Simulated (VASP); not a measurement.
# AlN (F-43m) in VASP: further runs

The runs below take AlN through vibrations by perturbation theory, with LDA.

Everything below comes from runs of VASP 6.6.1. Logs are shortened: lines on timing, memory, paths and dates and some standing lists are left out, and cuts for length are marked.

**1. The cell of the first run**

The structure is cubic, space group F-43m (No. 216). The conventional cell has a = 4.342 Å, b = 4.342 Å, c = 4.342 Å, α = 90.00°, β = 90.00°, γ = 90.00°. Al (site symmetry -43m) has 4 N at 1.88 Å within 2.5 Å. N (site symmetry -43m) has 4 Al at 1.88 Å within 2.5 Å.

**2. Vibrations by perturbation theory, LDA**

Input file INCAR:

```
SYSTEM = AlN
ALGO = Normal ; EDIFF = 1E-8
ENCUT = 520 ; IBRION = 8
ISIF = 2 ; ISMEAR = 0
LASPH = .True. ; LCHARG = .True.
LREAL = .False. ; LWAVE = .False.
NELM = 60 ; NSW = 1
PREC = Accurate ; SIGMA = 0.01
```

Input file KPOINTS:

```
k-points
0
Gamma
  10 10 10
  0 0 0
```

Input file POSCAR:

```
AlN
1.0
    2.1711430961      2.1711430961      0.0000000000
   -2.1711430961      2.1711430961      0.0000000000
    0.0000000000      2.1711430961      2.1711430961
Al N
1 1
Direct
    0.0000000000      0.0000000000      0.0000000000
    0.2500000000      0.7500000000      0.5000000000
```

Potentials or basis: VASP PAW LDA potentials, release 64 (Al, N).

On the command line:

```console
$ cat potpaw_LDA.64/Al/POTCAR potpaw_LDA.64/N/POTCAR > POTCAR
$ mpirun -np 1 vasp_std > vasp.out
```

OUTCAR:

```text
SYSTEM = AlN
   EDIFF = 1E-8
   ENCUT = 520
   IBRION = 8
   ISIF = 2
   ISMEAR = 0
   LASPH = .True.
   LREAL = .False.
   NELM = 60
   NSW = 1
   PREC = Accurate

 ion  position               nearest neighbor table
   1  0.000  0.000  0.000-   2 1.88   2 1.88   2 1.88   2 1.88
   2  0.250  0.750  0.500-   1 1.88   1 1.88   1 1.88   1 1.88

  LATTYP: Found a face centered cubic cell.
 ALAT       =     4.3422861922

  Lattice vectors:

 A1 = (   0.0000000000,   2.1711430961,   2.1711430961)
 A2 = (   2.1711430961,   0.0000000000,   2.1711430961)
 A3 = (   2.1711430961,   2.1711430961,   0.0000000000)

Analysis of symmetry for initial positions (statically):
=====================================================================
 Subroutine PRICEL returns:
 Original cell was already a primitive cell.

 Routine SETGRP: Setting up the symmetry group for a
 face centered cubic supercell.

 Subroutine GETGRP returns: Found 24 space group operations
 (whereof 24 operations were pure point group operations)
 out of a pool of 48 trial point group operations.

The static configuration has the point symmetry T_d .

Analysis of symmetry for dynamics (positions and initial velocities):
=====================================================================
 Subroutine PRICEL returns:
 Original cell was already a primitive cell.

 Routine SETGRP: Setting up the symmetry group for a
 face centered cubic supercell.

 Subroutine GETGRP returns: Found 24 space group operations
 (whereof 24 operations were pure point group operations)
 out of a pool of 48 trial point group operations.

The dynamic configuration has the point symmetry T_d .

 Subroutine INISYM returns: Found 24 space group operations
 (whereof 24 operations are pure point group operations),
 and found     1 'primitive' translations

----------------------------------------------------------------------------------------

                                     Primitive cell

  volume of cell :      20.4689

  direct lattice vectors                    reciprocal lattice vectors
     2.171143096  2.171143096  0.000000000     0.230293434  0.230293434 -0.230293434
    -2.171143096  2.171143096  0.000000000    -0.230293434  0.230293434 -0.230293434
     0.000000000  2.171143096  2.171143096     0.000000000  0.000000000  0.460586869

  length of vectors
     3.070460012  3.070460012  3.070460012     0.398879929  0.398879929  0.460586869

  position of ions in fractional coordinates (direct lattice)
     0.000000000  0.000000000  0.000000000
     0.250000000  0.750000000  0.500000000

  ion indices of the primitive-cell ions
   primitive index   ion index
                 1           1
                 2           2

----------------------------------------------------------------------------------------

 KPOINTS: k-points

Automatic generation of k-mesh.
 Grid dimensions read from file:
 generate k-points for:   10   10   10

 Generating k-lattice:

  Cartesian coordinates                     Fractional coordinates (reciprocal lattice)
     0.023029343  0.023029343 -0.023029343     0.100000000  0.000000000  0.000000000
    -0.023029343  0.023029343 -0.023029343     0.000000000  0.100000000  0.000000000
     0.000000000  0.000000000  0.046058687     0.000000000  0.000000000  0.100000000

  Length of vectors
     0.039887993  0.039887993  0.046058687

  Shift w.r.t. Gamma in fractional coordinates (k-lattice)
     0.000000000  0.000000000  0.000000000

 Subroutine IBZKPT returns following result:
[... 76 lines left out ...]
   AEXX    =    0.0000 exact exchange contribution
   IVDW    =     0    specifies the selected vdW correction
   LEPSILON=     F    determine dielectric tensor
   LRPA    =     F    only Hartree local field effects (RPA)
 non-spin polarized calculation
 Gauss-broadening in eV      SIGMA  =   0.01
  energy-cutoff  :      520.00
  volume of cell :       20.47
 maximum number of plane-waves:       568
   NGX = 11   NGY = 11   NGZ = 11

--------------------------------------- Ionic step        1  -------------------------------------------

 number of electron       8.0000000 magnetization

 Free energy of the ion-electron system (eV)
  ---------------------------------------------------
  ext. energy  EPLUGINS =         0.00000000
  ---------------------------------------------------
  free energy    TOTEN  =       -16.37544870 eV

  energy without entropy =      -16.37544870  energy(sigma->0) =      -16.37544870

 E-fermi :   5.9579     XC(G=0): -11.3436

 val. band max:        5.8768576938   @ k =   0.0000   0.0000   0.0000
 cond. band min:       9.1075284065   @ k =   0.5000   0.5000   0.0000
 fundamental gap:      3.2306707127
 Fermi energy:         5.9579067751

 k-point     1 :       0.0000    0.0000    0.0000
  band No.  band energies     occupation
      1      -9.0503      2.00000
      2       5.8769      2.00000
      3       5.8769      2.00000
      4       5.8769      2.00000
      5      10.2703      0.00000
      6      18.3849      0.00000
      7      18.3849      0.00000
      8      18.3849      0.00000
[... 243 lines left out ...]
 k-point    24 :       0.4000    0.3000    0.0000
  band No.  band energies     occupation
      1      -6.3271      2.00000
      2       1.2277      2.00000
      3       2.4756      2.00000
      4       4.6657      2.00000
      5      11.6226      0.00000
      6      16.0015      0.00000
      7      18.5543      0.00000
      8      19.3957      0.00000

 [... further k-points ...]

------------------------ aborting loop because EDIFF is reached ----------------------------------------

  FORCE on cell =-STRESS in cart. coord.  units (eV):
  Direction    XX          YY          ZZ          XY          YZ          ZX
  --------------------------------------------------------------------------------------
  -------------------------------------------------------------------------------------
  Total        0.0813859      0.0813859      0.0813859      0.0000000     -0.0000000      0.0000000
  in kB        6.3703639      6.3703639      6.3703639      0.0000000     -0.0000000      0.0000000
  external PRESSURE =       6.3703639 kB  Pullay stress =       0.0000000 kB

 VOLUME and BASIS-vectors are now :
 -----------------------------------------------------------------------------
  energy-cutoff  :      520.00
  volume of cell :       20.47
      direct lattice vectors                 reciprocal lattice vectors
     2.171143096  2.171143096  0.000000000     0.230293434  0.230293434 -0.230293434
    -2.171143096  2.171143096  0.000000000    -0.230293434  0.230293434 -0.230293434
     0.000000000  2.171143096  2.171143096     0.000000000  0.000000000  0.460586869

 POSITION                                       TOTAL-FORCE (eV/Angst)
 -----------------------------------------------------------------------------------
      0.00000      0.00000      0.00000         0.000000      0.000000      0.000000
     -1.08557      3.25671      1.08557        -0.000000     -0.000000      0.000000
 -----------------------------------------------------------------------------------
    total drift:                                0.000000      0.000000      0.000000

  FREE ENERGIE OF THE ION-ELECTRON SYSTEM (eV)
  ---------------------------------------------------
  free  energy   TOTEN  =       -16.3754487008 eV

  energy  without entropy=      -16.3754487008  energy(sigma->0) =      -16.37544870

[... ionic steps 2 to 3 ...]

--------------------------------------- Ionic step        4  -------------------------------------------

------------------------ aborting loop because EDIFF is reached ----------------------------------------

[... ionic steps 5 to 6 ...]

--------------------------------------- Ionic step        7  -------------------------------------------

 Free energy of the ion-electron system (eV)
  ---------------------------------------------------
  ---------------------------------------------------
  free energy    TOTEN  =        -0.23481333 eV

  energy without entropy =       -0.23481333

------------------------ aborting loop because EDIFF is reached ----------------------------------------

 INTERNAL STRAIN TENSOR  FOR ION    2  DIRECTION 1   (eV/Angst):
 -----------------------------------------------------------------------------
     0.02737  0.00000  0.00000
     0.00000 -0.01345 -9.65967
    -0.00000 -9.65967 -0.01345

 INTERNAL STRAIN TENSOR FOR ION    2 for displacements in x,y,z  (eV/Angst):
          X           Y           Z          XY          YZ          ZX
  --------------------------------------------------------------------------------
  x     0.00000     0.00000     0.00000     0.00000    -9.65967     0.00000
  y     0.00000     0.00000     0.00000     0.00000     0.00000    -9.65967
  z     0.00000     0.00000     0.00000    -9.65967     0.00000     0.00000

 SECOND DERIVATIVES (NOT SYMMETRIZED)
 ------------------------------------
               1X          1Y          1Z          2X          2Y          2Z
  1X   -15.238208    0.000000    0.000000   15.238208    0.000000    0.000000
  1Y     0.000000  -15.238208    0.000000    0.000000   15.238208    0.000000
  1Z     0.000000    0.000000  -15.238208    0.000000    0.000000   15.238208
  2X    15.239973    0.000000    0.000000  -15.239973    0.000000    0.000000
  2Y     0.000000   15.239973    0.000000    0.000000  -15.239973    0.000000
  2Z     0.000000    0.000000   15.239973    0.000000    0.000000  -15.239973

 Eigenvectors and eigenvalues of the dynamical matrix
 ----------------------------------------------------

   1 f  =   20.101212 THz   126.299643 2PiTHz  670.504275 cm-1    83.131898 meV
             X         Y         Z           dx          dy          dz
      0.000000  0.000000  0.000000    -0.584476    0.000000   -0.000000
     -1.085572  3.256715  1.085572     0.811411   -0.000000   -0.000000
[... 21 lines left out ...]
   6 f/i=    0.000552 THz     0.003469 2PiTHz    0.018417 cm-1     0.002283 meV
             X         Y         Z           dx          dy          dz
      0.000000  0.000000  0.000000    -0.551199    0.475415    0.358537
     -1.085572  3.256715  1.085572    -0.397040    0.342450    0.258261

--------------------------------------------------------------------------------------------------------

 ELASTIC MODULI CONTR FROM IONIC RELAXATION (kBar)
 Direction    XX          YY          ZZ          XY          YZ          ZX
 --------------------------------------------------------------------------------
 XX          -0.0000     -0.0000     -0.0000      0.0000      0.0000      0.0000
 YY          -0.0000     -0.0000     -0.0000     -0.0000      0.0000      0.0000
 ZZ          -0.0000     -0.0000     -0.0000      0.0000      0.0000      0.0000
 XY           0.0000     -0.0000      0.0000   -452.5348     -0.0000      0.0000
 YZ           0.0000      0.0000      0.0000     -0.0000   -452.5348      0.0000
 ZX           0.0000      0.0000      0.0000      0.0000      0.0000   -452.5348
 --------------------------------------------------------------------------------
```

It took 47 s on 1 thread of Intel Xeon Platinum 8259CL at 2.50GHz (Skylake/Cascade Lake), shared host; peak memory 0.18 GiB.

What came out:

* Highest phonon frequency at Γ, LO-TO splitting left out: 671 cm⁻¹

Phonon frequencies in cm⁻¹ (negative: imaginary):
```csv
q point,frequencies
"(0.000, 0.000, 0.000)",0 0 0 671 671 671
```

**3. Vibrations by perturbation theory, LDA**

This run uses another cell than the first one, of 10.33 Å³/atom, 1.010 times its volume.

Input file INCAR:

```
ALGO = Normal
EDIFF = 1E-8
ENCUT = 520
IBRION = 8
ISIF = 2
ISMEAR = 0
LASPH = True
LCHARG = False
LREAL = False
LWAVE = False
NELM = 60
NSW = 1
PREC = Accurate
SIGMA = 0.01
```

Input file KPOINTS:

```
k-points
0
Gamma
  10 10 10
```

Input file POSCAR:

```
AlN
1.0
    2.1781611257      2.1781611257      0.0000000000
   -2.1781611257      2.1781611257      0.0000000000
    0.0000000000      2.1781611257      2.1781611257
Al N
1 1
Direct
    0.0000000000      0.0000000000      0.0000000000
    0.2500000000      0.7500000000      0.5000000000
```

Potentials or basis: VASP PAW LDA potentials, release 64 (Al, N).

On the command line:

```console
$ cat potpaw_LDA.64/Al/POTCAR potpaw_LDA.64/N/POTCAR > POTCAR
$ mpirun -np 1 vasp_std > vasp.out
```

OUTCAR:

```text
EDIFF = 1E-8
   ENCUT = 520
   IBRION = 8
   ISIF = 2
   ISMEAR = 0
   LASPH = True
   LREAL = False
   NELM = 60
   NSW = 1
   PREC = Accurate

 ion  position               nearest neighbor table
   1  0.000  0.000  0.000-   2 1.89   2 1.89   2 1.89   2 1.89
   2  0.250  0.750  0.500-   1 1.89   1 1.89   1 1.89   1 1.89

  LATTYP: Found a face centered cubic cell.
 ALAT       =     4.3563222514

  Lattice vectors:

 A1 = (   0.0000000000,   2.1781611257,   2.1781611257)
 A2 = (   2.1781611257,   0.0000000000,   2.1781611257)
 A3 = (   2.1781611257,   2.1781611257,   0.0000000000)

Analysis of symmetry for initial positions (statically):
=====================================================================
 Subroutine PRICEL returns:
 Original cell was already a primitive cell.

 Routine SETGRP: Setting up the symmetry group for a
 face centered cubic supercell.

 Subroutine GETGRP returns: Found 24 space group operations
[... 490 lines left out ...]

 INTERNAL STRAIN TENSOR  FOR ION    2  DIRECTION 1   (eV/Angst):
 -----------------------------------------------------------------------------
     0.02718  0.00000  0.00000
     0.00000 -0.01339 -9.12162
     0.00000 -9.12162 -0.01339

 INTERNAL STRAIN TENSOR FOR ION    2 for displacements in x,y,z  (eV/Angst):
          X           Y           Z          XY          YZ          ZX
  --------------------------------------------------------------------------------
  x     0.00000     0.00000     0.00000    -0.00000    -9.12162     0.00000
  y     0.00000     0.00000     0.00000     0.00000    -0.00000    -9.12162
  z     0.00000     0.00000     0.00000    -9.12162     0.00000     0.00000

 SECOND DERIVATIVES (NOT SYMMETRIZED)
 ------------------------------------
               1X          1Y          1Z          2X          2Y          2Z
  1X   -14.817144   -0.000000    0.000000   14.817144    0.000000   -0.000000
  1Y     0.000000  -14.817144   -0.000000   -0.000000   14.817144    0.000000
  1Z     0.000000   -0.000000  -14.817144   -0.000000    0.000000   14.817144
  2X    14.818584    0.000000    0.000000  -14.818584    0.000000    0.000000
  2Y     0.000000   14.818584    0.000000    0.000000  -14.818584    0.000000
  2Z     0.000000    0.000000   14.818584    0.000000    0.000000  -14.818584

 Eigenvectors and eigenvalues of the dynamical matrix
 ----------------------------------------------------

   1 f  =   19.821426 THz   124.541693 2PiTHz  661.171606 cm-1    81.974795 meV
             X         Y         Z           dx          dy          dz
      0.000000  0.000000  0.000000     0.584479   -0.000000    0.000000
     -1.089081  3.267242  1.089081    -0.811409    0.000000    0.000000
[... 21 lines left out ...]
   6 f/i=    0.000457 THz     0.002871 2PiTHz    0.015239 cm-1     0.001889 meV
             X         Y         Z           dx          dy          dz
      0.000000  0.000000  0.000000    -0.567036    0.580392   -0.000000
     -1.089081  3.267242  1.089081    -0.408451    0.418072    0.000000

--------------------------------------------------------------------------------------------------------

 ELASTIC MODULI CONTR FROM IONIC RELAXATION (kBar)
 Direction    XX          YY          ZZ          XY          YZ          ZX
 --------------------------------------------------------------------------------
 XX          -0.0000     -0.0000      0.0000      0.0000      0.0000     -0.0000
 YY          -0.0000     -0.0000      0.0000     -0.0000      0.0000      0.0000
 ZZ           0.0000      0.0000     -0.0000      0.0000     -0.0000     -0.0000
 XY           0.0000     -0.0000      0.0000   -409.8930     -0.0000      0.0000
 YZ           0.0000      0.0000     -0.0000     -0.0000   -409.8930     -0.0000
 ZX          -0.0000      0.0000     -0.0000      0.0000     -0.0000   -409.8930
 --------------------------------------------------------------------------------
```

Run time: 43 s. Hardware: 1 thread of Intel Xeon Platinum 8259CL at 2.50GHz (Skylake/Cascade Lake), shared host; peak memory 0.18 GiB.

Results:

```
Highest phonon frequency at Γ, LO-TO splitting left out : 661 cm⁻¹
```

Phonon frequencies in cm⁻¹ (negative: imaginary):
| q point | frequencies |
| --- | --- |
| (0.000, 0.000, 0.000) | 0 0 0 661 661 661 |

Caveat: the cell wasn't relaxed at this level first, which shifts response properties.

(Continued in part 2 of 2.)
